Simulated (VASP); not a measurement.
## CuI: single point with PBEsol

The system is CuI.

```
CELL_PARAMETERS angstrom
2.93401 2.93401 0.00000
-2.93401 2.93401 0.00000
0.00000 2.93401 2.93401
ATOMIC_POSITIONS crystal
Cu 0.75000 0.25000 0.50000
I 0.00000 0.00000 0.00000
```

* Program: VASP 6.6.1
* Task: single point
* Functional: PBEsol
* Potentials or basis: VASP PAW PBE potentials, release 64 (Cu, I)
* Cutoff: 520 eV
* k mesh: 6 × 6 × 6
* Occupations: gaussian, width 0.01 eV
* Spin: no spin polarisation
* Dipole correction: no
* Further INCAR settings: ALGO = Normal; EDIFF = 1e-06; NBANDS = 16

```
Pressure               : 2.4 GPa
Band gap on the k mesh : 1.30 eV
```

Levels at points of the mesh, in eV from the valence-band top:
```
           k point  band 5  band 6  band 7  band 8  band 9  band 10  band 11  band 12  band 13  band 14
(0.00, 0.00, 0.00)   -2.32   -2.32    0.00    0.00    0.00     1.30     4.71     4.71     4.71     8.17
(0.50, 0.00, 0.00)   -2.29   -2.29   -2.24   -0.89   -0.89     2.16     5.28     5.28     7.36     9.46
(0.50, 0.50, 0.00)   -2.38   -2.24   -2.22   -1.89   -1.89     2.40     2.77     9.79    10.23    10.23
```

Wall time 20 s on 1 thread of Intel Xeon 8259CL (shared host), peak memory 0.18 GiB.

Caveat: the PAW data sets were made with another functional, which shifts forces and pressure a little; spin-orbit coupling is left out, which moves the levels of the heavy elements.
